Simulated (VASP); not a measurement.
# S (Fd-3m) in VASP: further runs

The runs below take S through single point, with PBEsol.

Program: VASP 6.6.1. These are calculated values, not measurements. Logs are shortened: lines on timing, memory, paths and dates and some standing lists are left out, and cuts for length are marked.

### Step 1. The cell of the first run

The structure is cubic, space group Fd-3m (No. 227). The conventional cell has a = 4.354 Å, b = 4.354 Å, c = 4.354 Å, α = 90.00°, β = 90.00°, γ = 90.00°. Within 2.5 Å of S (site symmetry -43m) lie 4 S at 1.89 Å.

### Step 2. Single point, PBEsol (volume scaled by 0.45)

INCAR reads:

```
ALGO = Normal
EDIFF = 1E-7
ENCUT = 520
GGA = PS
ISIF = 2
ISMEAR = -1
LASPH = True
LCHARG = False
LREAL = False
LWAVE = False
NBANDS = 13
NELM = 80
PREC = Accurate
SIGMA = 0.05
```

KPOINTS reads:

```
k-points
0
Gamma
  13 13 13
```

POSCAR reads:

```
S
1.0
    0.0000000000      2.1768799982      2.1768799982
    2.1768799982      0.0000000000      2.1768799982
    2.1768799982      2.1768799982      0.0000000000
S
2
Direct
   -0.1250000000     -0.1250000000     -0.1250000000
    0.1250000000      0.1250000000      0.1250000000
```

Potentials or basis: VASP PAW PBE potentials, release 64 (S).

Started as:

```bash
> cat potpaw_PBE.64/S/POTCAR > POTCAR
> mpirun -np 1 vasp_std > vasp.out
```

OUTCAR:

```text
EDIFF = 1E-7
   ENCUT = 520
   GGA = PS
   ISIF = 2
   ISMEAR = -1
   LASPH = True
   LREAL = False
   NELM = 80
   PREC = Accurate

 ion  position               nearest neighbor table
   1  0.875  0.875  0.875-   2 1.89   2 1.89   2 1.89   2 1.89
   2  0.125  0.125  0.125-   1 1.89   1 1.89   1 1.89   1 1.89

  LATTYP: Found a face centered cubic cell.
 ALAT       =     4.3537599964

  Lattice vectors:

 A1 = (   0.0000000000,   2.1768799982,   2.1768799982)
 A2 = (   2.1768799982,   0.0000000000,   2.1768799982)
 A3 = (   2.1768799982,   2.1768799982,   0.0000000000)

Analysis of symmetry for initial positions (statically):
=====================================================================
 Subroutine PRICEL returns:
 Original cell was already a primitive cell.

 Routine SETGRP: Setting up the symmetry group for a
 face centered cubic supercell.

 Subroutine GETGRP returns: Found 48 space group operations
 (whereof 12 operations were pure point group operations)
 out of a pool of 48 trial point group operations.

The static configuration has the point symmetry D_3d.
 The point group associated with its full space group is O_h .

Analysis of symmetry for dynamics (positions and initial velocities):
=====================================================================
 Subroutine PRICEL returns:
 Original cell was already a primitive cell.

 Routine SETGRP: Setting up the symmetry group for a
 face centered cubic supercell.

 Subroutine GETGRP returns: Found 48 space group operations
 (whereof 12 operations were pure point group operations)
 out of a pool of 48 trial point group operations.

The dynamic configuration has the point symmetry D_3d.
 The point group associated with its full space group is O_h .

 Subroutine INISYM returns: Found 48 space group operations
 (whereof 12 operations are pure point group operations),
 and found     1 'primitive' translations

----------------------------------------------------------------------------------------

                                     Primitive cell

  volume of cell :      20.6316

  direct lattice vectors                    reciprocal lattice vectors
     0.000000000  2.176879998  2.176879998    -0.229686524  0.229686524  0.229686524
     2.176879998  0.000000000  2.176879998     0.229686524 -0.229686524  0.229686524
     2.176879998  2.176879998  0.000000000     0.229686524  0.229686524 -0.229686524

  length of vectors
     3.078573217  3.078573217  3.078573217     0.397828729  0.397828729  0.397828729

  position of ions in fractional coordinates (direct lattice)
     0.875000000  0.875000000  0.875000000
     0.125000000  0.125000000  0.125000000

  ion indices of the primitive-cell ions
   primitive index   ion index
                 1           1
                 2           2

----------------------------------------------------------------------------------------

 KPOINTS: k-points

Automatic generation of k-mesh.
 Grid dimensions read from file:
 generate k-points for:   13   13   13

 Generating k-lattice:

  Cartesian coordinates                     Fractional coordinates (reciprocal lattice)
    -0.017668194  0.017668194  0.017668194     0.076923077  0.000000000  0.000000000
     0.017668194 -0.017668194  0.017668194     0.000000000  0.076923077  0.000000000
     0.017668194  0.017668194 -0.017668194     0.000000000  0.000000000  0.076923077

  Length of vectors
     0.030602210  0.030602210  0.030602210

  Shift w.r.t. Gamma in fractional coordinates (k-lattice)
     0.000000000  0.000000000  0.000000000

 Subroutine IBZKPT returns following result:
 ===========================================

 Found     84 irreducible k-points:

 Following reciprocal coordinates:
            Coordinates               Weight
  0.000000  0.000000  0.000000      1.000000
  0.076923  0.000000  0.000000      8.000000
  0.153846  0.000000  0.000000      8.000000
  0.230769  0.000000  0.000000      8.000000
  0.307692  0.000000  0.000000      8.000000
  0.384615  0.000000  0.000000      8.000000
[... 16 lines left out ...]
  0.384615  0.153846  0.000000     24.000000
  0.461538  0.153846  0.000000     24.000000
 [... further k-points ...]
   k-points           NKPTS =     84   k-points in BZ     NKDIM =     84   number of bands    NBANDS=     13
   number of dos      NEDOS =    301   number of ions     NIONS =      2
   total plane-waves  NPLWV =  13824
   dimension x,y,z NGX =    24 NGY =   24 NGZ =   24
   dimension x,y,z NGXF=    48 NGYF=   48 NGZF=   48
   ions per type =               2
   NGX,Y,Z   is equivalent  to a cutoff of  12.96, 12.96, 12.96 a.u.
   NGXF,Y,Z  is equivalent  to a cutoff of  25.92, 25.92, 25.92 a.u.
 SYSTEM =  unknown system
   PREC   = accura    normal or accurate (medium, high low for compatibility)
   ISTART =      0    job   : 0-new  1-cont  2-samecut
   ICHARG =      2    charge: 1-file 2-atom 10-const
   ISPIN  =      1    spin polarized calculation?
   LNONCOLLINEAR =      F non collinear calculations
   LSORBIT =      F    spin-orbit coupling
   LASPH  =      T    aspherical Exc in radial PAW
   ENCUT  =  520.0 eV  38.22 Ry    6.18 a.u.   5.72  5.72  5.72*2*pi/ulx,y,z
   NELM   =     80;   NELMIN=  2; NELMDL= -5     # of ELM steps
   EDIFF  = 0.1E-06   stopping-criterion for ELM
   LREAL  =      F    real-space projection
   EDIFFG = 0.1E-05   stopping-criterion for IOM
   NSW    =      0    number of steps for IOM
   IBRION =     -1    ionic relax: 0-MD 1-quasi-New 2-CG
   NFREE  =      0    steps in history (QN), initial steepest desc. (CG)
   ISIF   =      2    stress and relaxation
   ISYM   =      2    0-nonsym 1-usesym 2-fastsym
   POTIM  = 0.5000    time-step for ionic-motion
   TEBEG  =    0.0;   TEEND  =   0.0 temperature during run
   PSTRESS=    0.0 pullay stress
   NELECT =      12.0000    total number of electrons
   NUPDOWN=      -1.0000    fix difference up-down
   EMIN   =  10.00;   EMAX   =-10.00  energy-range for DOS
   EFERMI =   0.00;   METHOD = LEGACY
   ISMEAR =    -1;   SIGMA  =   0.05  broadening in eV -4-tet -1-fermi 0-gaus
   EFERMI_NEDOS =   21; number of points for ismear=-14 and -15
   IALGO  =     38    algorithm
   IMIX   =      4    mixing-type and parameters
     AMIX     =   0.40;   BMIX     =  1.00
     AMIX_MAG =   1.60;   BMIX_MAG =  1.00
  volume/ion in A,a.u.               =      10.32        69.61
  Fermi-wavevector in a.u.,A,eV,Ry     =   1.366545  2.582397 25.408153  1.867447
  Thomas-Fermi vector in A             =   2.492677
   LORBIT       =      0    0 simple, 1 ext, 2 COOP (PROOUT), +10 PAW based schemes
   GGA     = PS    functional components
   LHFCALC =     F    Hartree Fock is set to
   AEXX    =    0.0000 exact exchange contribution
   IVDW    =     0    specifies the selected vdW correction
   LEPSILON=     F    determine dielectric tensor
   LRPA    =     F    only Hartree local field effects (RPA)
 non-spin polarized calculation
  energy-cutoff  :      520.00
  volume of cell :       20.63
 maximum number of plane-waves:       568
   NGX = 11   NGY = 11   NGZ = 11

 number of electron      11.9999999 magnetization

 Free energy of the ion-electron system (eV)
  ---------------------------------------------------
  ext. energy  EPLUGINS =         0.00000000
  ---------------------------------------------------
  free energy    TOTEN  =        -1.07411260 eV

  energy without entropy =       -1.06485832  energy(sigma->0) =       -1.06948546

 E-fermi :  15.1654     XC(G=0): -13.0030

 val. band max:       15.1200664233   @ k =   0.4615   0.2308   0.0769
 cond. band min:      15.1675111916   @ k =  -0.3846   0.3846   0.1538
 fundamental gap:      0.0474447683
 Fermi energy:        15.1653907208

 k-point     1 :       0.0000    0.0000    0.0000
  band No.  band energies     occupation
      1      -9.3443      2.00000
      2       7.8144      2.00000
      3       7.8144      2.00000
      4       7.8144      2.00000
      5      12.6062      2.00000
      6      12.6062      2.00000
      7      12.6062      2.00000
      8      13.9161      2.00000
      9      20.9939      0.00000
     10      20.9939      0.00000
     11      22.4948      0.00000
     12      27.1852      0.00000
     13      27.1852      0.00000

 k-point     2 :       0.0769    0.0000    0.0000
  band No.  band energies     occupation
      1      -9.2300      2.00000
      2       6.8866      2.00000
      3       7.6649      2.00000
      4       7.6649      2.00000
      5      12.7119      2.00000
      6      12.8432      2.00000
      7      12.8432      2.00000
      8      14.6079      1.99997
      9      20.7150      0.00000
     10      20.7150      0.00000
     11      22.9057      0.00000
     12      26.8453      0.00000
     13      27.8352      0.00000

 k-point     3 :       0.1538    0.0000    0.0000
  band No.  band energies     occupation
      1      -8.8907      2.00000
      2       5.0206      2.00000
      3       7.3126      2.00000
      4       7.3126      2.00000
      5      12.5006      2.00000
      6      13.3966      2.00000
      7      13.3966      2.00000
      8      16.3663      0.00000
      9      20.2605      0.00000
     10      20.2605      0.00000
     11      23.8187      0.00000
     12      26.4010      0.00000
     13      29.4250      0.00000
[... 305 lines left out ...]
 k-point    23 :       0.3846    0.1538    0.0000
  band No.  band energies     occupation
      1      -6.9306      2.00000
      2       0.5183      2.00000
      3       5.0534      2.00000
      4       5.5242      2.00000
      5      12.2600      2.00000
      6      14.8649      1.99511
      7      15.9918      0.00000
      8      16.6673      0.00000
      9      23.5911      0.00000
     10      23.7488      0.00000
     11      25.0863      0.00000
     12      28.8163      0.00000
     13      29.6347      0.00000

 k-point    24 :       0.4615    0.1538    0.0000
  band No.  band energies     occupation
      1      -6.1022      2.00000
      2      -0.9177      2.00000
      3       4.5916      2.00000
      4       5.5014      2.00000
      5      12.3040      2.00000
      6      14.7886      1.99893
      7      15.7700      0.00001
      8      18.1840      0.00000
      9      23.8891      0.00000
     10      25.4179      0.00000
     11      26.1164      0.00000
     12      26.4773      0.00000
     13      28.4396      0.00000

 [... further k-points ...]
[... 5 lines left out ...]
  --------------------------------------------------------------------------------------
  -------------------------------------------------------------------------------------
  Total       16.2035273     16.2035273     16.2035273     -0.0000000     -0.0000000      0.0000000
  in kB     1258.3072069   1258.3072069   1258.3072069     -0.0000000     -0.0000000      0.0000000
  external PRESSURE =    1258.3072069 kB  Pullay stress =       0.0000000 kB

 VOLUME and BASIS-vectors are now :
 -----------------------------------------------------------------------------
  energy-cutoff  :      520.00
  volume of cell :       20.63
      direct lattice vectors                 reciprocal lattice vectors
     0.000000000  2.176879998  2.176879998    -0.229686524  0.229686524  0.229686524
     2.176879998  0.000000000  2.176879998     0.229686524 -0.229686524  0.229686524
     2.176879998  2.176879998  0.000000000     0.229686524  0.229686524 -0.229686524

 POSITION                                       TOTAL-FORCE (eV/Angst)
 -----------------------------------------------------------------------------------
      3.80954      3.80954      3.80954        -0.000000     -0.000000     -0.000000
      0.54422      0.54422      0.54422         0.000000      0.000000      0.000000
 -----------------------------------------------------------------------------------
    total drift:                                0.000000      0.000000      0.000000

  FREE ENERGIE OF THE ION-ELECTRON SYSTEM (eV)
  ---------------------------------------------------
  free  energy   TOTEN  =        -1.0741126036 eV

  energy  without entropy=       -1.0648583197  energy(sigma->0) =       -1.06948546
```

It took 8.8 s on 1 thread of Intel Xeon 6975P-C (Granite Rapids), shared host; peak memory 0.14 GiB.

Results:

```yaml
Free_energy: -1.0741 eV
Pressure: 125.8 GPa
Band_gap_on_the_k_mesh: zero (band 6 reaches 17.57 eV, above the bottom of band 7 at 12.61 eV)
```

Levels at points of the mesh, in eV from the Fermi level:
```
           k point  band 2  band 3  band 4  band 5  band 6  band 7  band 8  band 9  band 10  band 11
(0.00, 0.00, 0.00)   -7.35   -7.35   -7.35   -2.56   -2.56   -2.56   -1.25    5.83     5.83     7.33
```

Caveat: the PAW data sets were made with another functional, which shifts forces and pressure a little.

### Step 3. Single point, PBEsol (volume scaled by 0.45)

INCAR reads:

```
SYSTEM = S
PREC = Accurate ; ENCUT = 520
EDIFF = 1E-7 ; ISMEAR = -1
SIGMA = 0.05 ; LREAL = .FALSE.
LASPH = .TRUE. ; NELM = 80
ALGO = Normal ; ISIF = 2
LWAVE = .FALSE. ; LCHARG = .TRUE.
GGA = PS ; LELF = .TRUE.
LVHAR = .TRUE. ; NBANDS = 13
```

KPOINTS reads:

```
regular mesh
0
G
  13 13 13
  0 0 0
```

POSCAR is that of step 2.

Potentials or basis: VASP PAW PBE potentials, release 64 (S).

Started as:

```bash
> cat potpaw_PBE.64/S/POTCAR > POTCAR
> mpirun -np 1 vasp_std > vasp.out
```

Wall time 7.1 s (1 thread of Intel Xeon 6975P-C (Granite Rapids), shared host); peak memory 0.14 GiB.

The run converged. Its results:

```yaml
Free_energy: -1.0741 eV
Pressure: 125.8 GPa
Band_gap_on_the_k_mesh: zero (band 6 reaches 17.57 eV, above the bottom of band 7 at 12.61 eV)
```

Levels at points of the mesh, in eV from the Fermi level:
```tsv
k point	band 4	band 5	band 6	band 7	band 8	band 9
(0.00, 0.00, 0.00)	-7.35	-2.56	-2.56	-2.56	-1.25	5.83
```

Caveat: the PAW data sets were made with another functional, which shifts forces and pressure a little.
